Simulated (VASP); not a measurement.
WS2:

```
W S
1.0
     3.18000    0.00000    0.00000
    -1.59000    2.75396    0.00000
     0.00000    0.00000   12.50000
W S
2 4
Cartesian
  1.5900 0.9180 9.3750
  0.0000 1.8360 3.1250
  1.5900 0.9180 4.6875
  0.0000 1.8360 10.9375
  1.5900 0.9180 1.5625
  0.0000 1.8360 7.8125
```

```yaml
Program: VASP 6.6.1
Task: relaxation of cell and atoms
Functional: revPBE
Potentials_or_basis: VASP PAW PBE potentials, release 64 (W_sv_GW, S_GW)
Cutoff: 500 eV
k_mesh: 8 × 8 × 2
Occupations: gaussian, width 0.03 eV
Spin: no spin polarisation
```

At the start: pressure 3.7 GPa; volume 18.24 Å³/atom.

Question: How do energy, volume and symmetry change on relaxing?

Answer: Over 32 steps the energy falls by 38.3 meV/atom and the volume is 22.10 Å³/atom (+21.1 %); space group P6_3/mmc (No. 194, to 0.1 Å) before and after.

The path:
```
step  energy change (eV)  largest force (eV/Å)  pressure (GPa)  volume (Å³)
   1              0.0000                0.1954            3.75       109.47
   2             -0.0285                0.2694            0.11       111.75
   3             -0.0690                0.1041           -0.13       114.87
   4             -0.0979                0.1380           -0.23       120.05
   5             -0.1372                0.1345           -0.77       123.89
   6             -0.1441                0.2110           -0.76       125.64
   7             -0.1492                0.0422            0.50       125.73
   8             -0.1546                0.0824            0.49       128.07
   9             -0.1564                0.0248           -0.25       129.26
  10             -0.1580                0.0737           -0.22       129.89
  11             -0.1582                0.0889           -0.21       130.11
  12             -0.1589                0.0204            0.23       130.11
  13             -0.1597                0.0234            0.12       130.97
  14             -0.1599                0.0117           -0.11       131.27
  15             -0.1602                0.0255           -0.05       131.38
  16             -0.1602                0.0304           -0.04       131.42
  17             -0.1603                0.0041            0.11       131.39
  18             -0.1604                0.0093            0.04       131.77
  19             -0.1605                0.0115           -0.08       131.96
  20             -0.1606                0.0126           -0.01       132.02
  21             -0.1606                0.0128            0.01       132.04
  22             -0.1606                0.0038            0.08       132.13
  23             -0.1607                0.0026           -0.02       132.38
  24             -0.1607                0.0007           -0.02       132.53
  25             -0.1607                0.0021            0.02       132.71
  26             -0.2299                0.0055           -0.09       132.71
  27             -0.2298                0.0313            0.17       132.46
  28             -0.2299                0.0080            0.00       132.61
  29             -0.2299                0.0070           -0.01       132.62
  30             -0.2299                0.0073           -0.01       132.62
  31             -0.2299                0.0077            0.00       132.62
  32             -0.2299                0.0041            0.00       132.59
```

Final structure:
```yaml
crystal:
  lattice:
    - [3.19952, 0.00000, 0.00000]
    - [-1.59976, 2.77087, 0.00000]
    - [0.00000, 0.00000, 14.95551]
  atoms:
    - { symbol: W, position: [0.66667, 0.33333, 0.75000] }
    - { symbol: W, position: [0.33333, 0.66667, 0.25000] }
    - { symbol: S, position: [0.66667, 0.33333, 0.35518] }
    - { symbol: S, position: [0.33333, 0.66667, 0.85518] }
    - { symbol: S, position: [0.66667, 0.33333, 0.14482] }
    - { symbol: S, position: [0.33333, 0.66667, 0.64482] }
```

Where two steps share one volume, the run began anew on that cell with a basis built for it.

Caveat: the volume moved by over 15 % at a fixed basis, so the end points are rough; the PAW data sets were made with another functional, which shifts forces and pressure a little; this functional lacks dispersion, which binds layers or chains, so the pressure and a relaxed spacing across them are unreliable.
